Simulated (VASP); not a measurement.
# Na (I4/mmm) in VASP: further runs, part 2 of 2

VASP 6.6.1. Earlier steps stand in the parts before.

**3. Single point, PBE (strain -0.015 along x and y, +0.000 along z)**

INCAR reads:

```
SYSTEM = Na
  PREC = Accurate
  ENCUT = 520
  EDIFF = 1E-6
  ISMEAR = 0
  SIGMA = 0.15
  LREAL = .FALSE.
  LASPH = .TRUE.
  NELM = 60
  ALGO = Fast
  ISIF = 2
  LWAVE = .FALSE.
  LCHARG = .FALSE.
  GGA = PE
  NBANDS = 10
```

KPOINTS reads:

```
Automatic mesh
0
G
  16 16 16
  0 0 0
```

POSCAR reads:

```
Na
1.0
   -2.0857375000      2.0857375000      2.1175000000
    2.0857375000     -2.0857375000      2.1175000000
    2.0857375000      2.0857375000     -2.1175000000
Na
1
Direct
    0.0000000000      0.0000000000      0.0000000000
```

Potentials or basis: VASP PAW PBE potentials, release 64 (Na_pv).

Command:

```sh
cat potpaw_PBE.64/Na_pv/POTCAR > POTCAR
mpirun -np 1 vasp_std > vasp.out
```

OUTCAR:

```text
SYSTEM = Na
   PREC = Accurate
   ENCUT = 520
   EDIFF = 1E-6
   ISMEAR = 0
   LREAL = .FALSE.
   LASPH = .TRUE.
   NELM = 60
   ISIF = 2
   GGA = PE

 ion  position               nearest neighbor table
   1  0.000  0.000  0.000-

  LATTYP: Found a body centered tetragonal cell.
 ALAT       =     4.1714750000
 C/A-ratio  =     1.0152284264

  Lattice vectors:

 A1 = (  -2.0857375000,   2.0857375000,   2.1175000000)
 A2 = (   2.0857375000,  -2.0857375000,   2.1175000000)
 A3 = (   2.0857375000,   2.0857375000,  -2.1175000000)

Analysis of symmetry for initial positions (statically):
=====================================================================
 Subroutine PRICEL returns:
 Original cell was already a primitive cell.

 Routine SETGRP: Setting up the symmetry group for a
 body centered tetragonal supercell.

 Subroutine GETGRP returns: Found 16 space group operations
 (whereof 16 operations were pure point group operations)
 out of a pool of 16 trial point group operations.

The static configuration has the point symmetry D_4h.

Analysis of symmetry for dynamics (positions and initial velocities):
=====================================================================
 Subroutine PRICEL returns:
 Original cell was already a primitive cell.

 Routine SETGRP: Setting up the symmetry group for a
 body centered tetragonal supercell.

 Subroutine GETGRP returns: Found 16 space group operations
 (whereof 16 operations were pure point group operations)
 out of a pool of 16 trial point group operations.

The dynamic configuration has the point symmetry D_4h.

 Subroutine INISYM returns: Found 16 space group operations
 (whereof 16 operations are pure point group operations),
 and found     1 'primitive' translations

----------------------------------------------------------------------------------------

                                     Primitive cell

  volume of cell :      36.8470

  direct lattice vectors                    reciprocal lattice vectors
    -2.085737500  2.085737500  2.117500000     0.000000000  0.239723359  0.236127509
     2.085737500 -2.085737500  2.117500000     0.239723359  0.000000000  0.236127509
     2.085737500  2.085737500 -2.117500000     0.239723359  0.239723359  0.000000000

  length of vectors
     3.631034025  3.631034025  3.631034025     0.336486983  0.336486983  0.339020026

  position of ions in fractional coordinates (direct lattice)
     0.000000000  0.000000000  0.000000000

  ion indices of the primitive-cell ions
   primitive index   ion index
                 1           1

----------------------------------------------------------------------------------------

 KPOINTS: Automatic mesh

Automatic generation of k-mesh.
 Grid dimensions read from file:
 generate k-points for:   16   16   16

 Generating k-lattice:

  Cartesian coordinates                     Fractional coordinates (reciprocal lattice)
     0.000000000  0.014982710  0.014757969     0.062500000  0.000000000  0.000000000
     0.014982710  0.000000000  0.014757969     0.000000000  0.062500000  0.000000000
     0.014982710  0.014982710  0.000000000     0.000000000  0.000000000  0.062500000

  Length of vectors
     0.021030436  0.021030436  0.021188752

  Shift w.r.t. Gamma in fractional coordinates (k-lattice)
     0.000000000  0.000000000  0.000000000

 Subroutine IBZKPT returns following result:
 ===========================================

 Found    349 irreducible k-points:

 Following reciprocal coordinates:
            Coordinates               Weight
  0.000000  0.000000  0.000000      1.000000
  0.062500  0.000000  0.000000      8.000000
  0.125000  0.000000  0.000000      8.000000
  0.187500  0.000000  0.000000      8.000000
  0.250000  0.000000  0.000000      8.000000
  0.312500  0.000000  0.000000      8.000000
[... 16 lines left out ...]
 -0.125000  0.062500  0.000000     16.000000
 -0.062500  0.062500  0.000000      4.000000
 [... further k-points ...]
   k-points           NKPTS =    349   k-points in BZ     NKDIM =    349   number of bands    NBANDS=     10
   number of dos      NEDOS =    301   number of ions     NIONS =      1
   total plane-waves  NPLWV =  21952
   dimension x,y,z NGX =    28 NGY =   28 NGZ =   28
   dimension x,y,z NGXF=    56 NGYF=   56 NGZF=   56
   ions per type =               1
   NGX,Y,Z   is equivalent  to a cutoff of  12.82, 12.82, 12.82 a.u.
   NGXF,Y,Z  is equivalent  to a cutoff of  25.64, 25.64, 25.64 a.u.
 SYSTEM =  Na
   PREC   = accura    normal or accurate (medium, high low for compatibility)
   ISTART =      0    job   : 0-new  1-cont  2-samecut
   ICHARG =      2    charge: 1-file 2-atom 10-const
   ISPIN  =      1    spin polarized calculation?
   LNONCOLLINEAR =      F non collinear calculations
   LSORBIT =      F    spin-orbit coupling
   LASPH  =      T    aspherical Exc in radial PAW
   ENCUT  =  520.0 eV  38.22 Ry    6.18 a.u.   6.75  6.75  6.75*2*pi/ulx,y,z
   NELM   =     60;   NELMIN=  2; NELMDL= -5     # of ELM steps
   EDIFF  = 0.1E-05   stopping-criterion for ELM
   LREAL  =      F    real-space projection
   EDIFFG = 0.1E-04   stopping-criterion for IOM
   NSW    =      0    number of steps for IOM
   IBRION =     -1    ionic relax: 0-MD 1-quasi-New 2-CG
   NFREE  =      0    steps in history (QN), initial steepest desc. (CG)
   ISIF   =      2    stress and relaxation
   ISYM   =      2    0-nonsym 1-usesym 2-fastsym
   POTIM  = 0.5000    time-step for ionic-motion
   TEBEG  =    0.0;   TEEND  =   0.0 temperature during run
   PSTRESS=    0.0 pullay stress
   NELECT =       7.0000    total number of electrons
   NUPDOWN=      -1.0000    fix difference up-down
   EMIN   =  10.00;   EMAX   =-10.00  energy-range for DOS
   EFERMI =   0.00;   METHOD = LEGACY
   ISMEAR =     0;   SIGMA  =   0.15  broadening in eV -4-tet -1-fermi 0-gaus
   EFERMI_NEDOS =   21; number of points for ismear=-14 and -15
   IALGO  =     68    algorithm
   IMIX   =      4    mixing-type and parameters
     AMIX     =   0.40;   BMIX     =  1.00
     AMIX_MAG =   1.60;   BMIX_MAG =  1.00
  volume/ion in A,a.u.               =      36.85       248.66
  Fermi-wavevector in a.u.,A,eV,Ry     =   0.941109  1.778438 12.050492  0.885686
  Thomas-Fermi vector in A             =   2.068587
   LORBIT       =      0    0 simple, 1 ext, 2 COOP (PROOUT), +10 PAW based schemes
   GGA     = PE    functional components
   LHFCALC =     F    Hartree Fock is set to
   AEXX    =    0.0000 exact exchange contribution
   IVDW    =     0    specifies the selected vdW correction
   LEPSILON=     F    determine dielectric tensor
   LRPA    =     F    only Hartree local field effects (RPA)
 non-spin polarized calculation
 RMM-DIIS sequential band-by-band and
 Gauss-broadening in eV      SIGMA  =   0.15
  energy-cutoff  :      520.00
  volume of cell :       36.85
 maximum number of plane-waves:      1008
   NGX = 13   NGY = 13   NGZ = 13

 number of electron       7.0000003 magnetization

 Free energy of the ion-electron system (eV)
  ---------------------------------------------------
  ext. energy  EPLUGINS =         0.00000000
  ---------------------------------------------------
  free energy    TOTEN  =        -1.31410983 eV

  energy without entropy =       -1.30902855  energy(sigma->0) =       -1.31156919

 E-fermi :   0.3486     XC(G=0):  -6.5180

 val. band max:        0.3451297813   @ k =   0.5000   0.1875   0.0000
 cond. band min:       0.3546958926   @ k =  -0.1875   0.4375   0.1250
 fundamental gap:      0.0095661113
 Fermi energy:         0.3485810125

 k-point     1 :       0.0000    0.0000    0.0000
  band No.  band energies     occupation
      1     -24.5487      2.00000
      2     -24.5487      2.00000
      3     -24.5487      2.00000
      4      -2.9443      2.00000
      5      12.0442      0.00000
      6      12.0442      0.00000
      7      12.2728      0.00000
      8      13.0108      0.00000
      9      13.2362      0.00000
     10      13.6432      0.00000

 k-point     2 :       0.0625    0.0000    0.0000
  band No.  band energies     occupation
      1     -24.5501      2.00000
      2     -24.5492      2.00000
      3     -24.5487      2.00000
      4      -2.8755      2.00000
      5      11.0853      0.00000
      6      11.6441      0.00000
      7      11.9279      0.00000
      8      12.4950      0.00000
      9      12.6475      0.00000
     10      13.9903      0.00000
[... 274 lines left out ...]
 k-point    24 :      -0.0625    0.0625    0.0000
  band No.  band energies     occupation
      1     -24.5501      2.00000
      2     -24.5492      2.00000
      3     -24.5487      2.00000
      4      -2.8744      2.00000
      5      11.2855      0.00000
      6      11.5562      0.00000
      7      11.7545      0.00000
      8      12.4012      0.00000
      9      12.7251      0.00000
     10      14.0347      0.00000

 [... further k-points ...]
[... 5 lines left out ...]
  --------------------------------------------------------------------------------------
  -------------------------------------------------------------------------------------
  Total       -0.0166862     -0.0166862     -0.0215178      0.0000000     -0.0000000      0.0000000
  in kB       -0.7255455     -0.7255455     -0.9356343      0.0000000     -0.0000000      0.0000000
  external PRESSURE =      -0.7955751 kB  Pullay stress =       0.0000000 kB

 VOLUME and BASIS-vectors are now :
 -----------------------------------------------------------------------------
  energy-cutoff  :      520.00
  volume of cell :       36.85
      direct lattice vectors                 reciprocal lattice vectors
    -2.085737500  2.085737500  2.117500000     0.000000000  0.239723359  0.236127509
     2.085737500 -2.085737500  2.117500000     0.239723359  0.000000000  0.236127509
     2.085737500  2.085737500 -2.117500000     0.239723359  0.239723359  0.000000000

 POSITION                                       TOTAL-FORCE (eV/Angst)
 -----------------------------------------------------------------------------------
      0.00000      0.00000      0.00000        -0.000000      0.000000      0.000000
 -----------------------------------------------------------------------------------
    total drift:                                0.000000     -0.000000      0.000000

  FREE ENERGIE OF THE ION-ELECTRON SYSTEM (eV)
  ---------------------------------------------------
  free  energy   TOTEN  =        -1.3141098316 eV

  energy  without entropy=       -1.3090285470  energy(sigma->0) =       -1.31156919
```

stdout:

```text
POSCAR found type information on POSCAR Na
 POSCAR found :  1 types and       1 ions
 scaLAPACK will be used
 LDA part: xc-table for (Slater+PW92), standard interpolation
 POSCAR, INCAR and KPOINTS ok, starting setup
 FFT: planning ... GRIDC
 FFT: planning ... GRID_SOFT
 FFT: planning ... GRID
 WAVECAR not read
 entering main loop
WARNING in EDDRMM: call to ZHEGV failed, returncode =   8  4     10
WARNING in EDDRMM: call to ZHEGV failed, returncode =   8  4      9
```

Run time: 86 s. Hardware: 1 thread of AMD EPYC 7R43 (Zen 3), shared host; peak memory 0.19 GiB.

Results:

| Quantity | Value |
| --- | --- |
| Free energy | -1.3141 eV |
| Pressure | -0.1 GPa |

Caveat: the cell differs from its parent crystal (strain -0.015 along x and y, +0.000 along z).

**4. Single point, PBE (strain +0.000 along x and y, -0.015 along z)**

INCAR reads:

```
  PREC = Accurate
  ENCUT = 520
  EDIFF = 1E-7
  ISMEAR = 0
  SIGMA = 0.15
  LREAL = False
  LASPH = True
  NELM = 100
  ALGO = Normal
  ISIF = 2
  LWAVE = False
  LCHARG = True
  GGA = PE
  LELF = True
  LVHAR = True
  NBANDS = 10
```

KPOINTS reads:

```
regular mesh
0
Gamma
  16 16 16
```

POSCAR reads:

```
Na
1.0
   -2.1175000000      2.1175000000      2.0857375000
    2.1175000000     -2.1175000000      2.0857375000
    2.1175000000      2.1175000000     -2.0857375000
Na
1
Direct
    0.0000000000      0.0000000000      0.0000000000
```

Command:

```sh
cat potpaw_PBE.64/Na_pv/POTCAR > POTCAR
mpirun -np 1 vasp_std > vasp.out
```

Wall time 92 s (1 thread of AMD EPYC 7R43 (Zen 3), shared host); peak memory 0.19 GiB.

It converged, with:

| Quantity | Value |
| --- | --- |
| Free energy | -1.3140 eV |
| Pressure | -0.1 GPa |

Levels at points of the mesh, in eV from the Fermi level:
| k point | band 1 | band 2 | band 3 | band 4 | band 5 | band 6 | band 7 |
| --- | --- | --- | --- | --- | --- | --- | --- |
| (0.00, 0.00, 0.00) | -24.91 | -24.91 | -24.91 | -3.26 | 11.52 | 11.75 | 11.75 |
| (0.50, 0.00, 0.00) | -24.94 | -24.92 | -24.91 | 0.77 | 1.23 | 8.10 | 9.03 |
| (0.50, 0.50, 0.00) | -24.94 | -24.92 | -24.91 | 0.72 | 1.16 | 8.30 | 9.22 |
| (0.50, 0.50, 0.50) | -24.94 | -24.94 | -24.93 | 4.44 | 4.56 | 4.78 | 4.78 |

Caveat: the cell differs from its parent crystal (strain +0.000 along x and y, -0.015 along z).

**5. Summary**

```tsv
cell	gap on the mesh (eV)	pressure (GPa)
a = 3.631 Å, angles 108.7, 108.7, 111.1°, 1 atom	none	-0.1
a = 3.631 Å, angles 109.9, 109.9, 108.7°, 1 atom	none	-0.1
a = 3.649 Å, angles 109.1, 109.1, 110.3°, 1 atom	none	-0.1
```

Alike in all rows: task single point; level PBE; potentials or basis VASP PAW PBE potentials, release 64 (Na_pv); no spin polarisation; k mesh 16 × 16 × 16; cutoff (eV) 520; smearing gaussian 0.15 eV.

Total energies depend on the potentials used, so only differences within one code and one set of settings carry meaning.
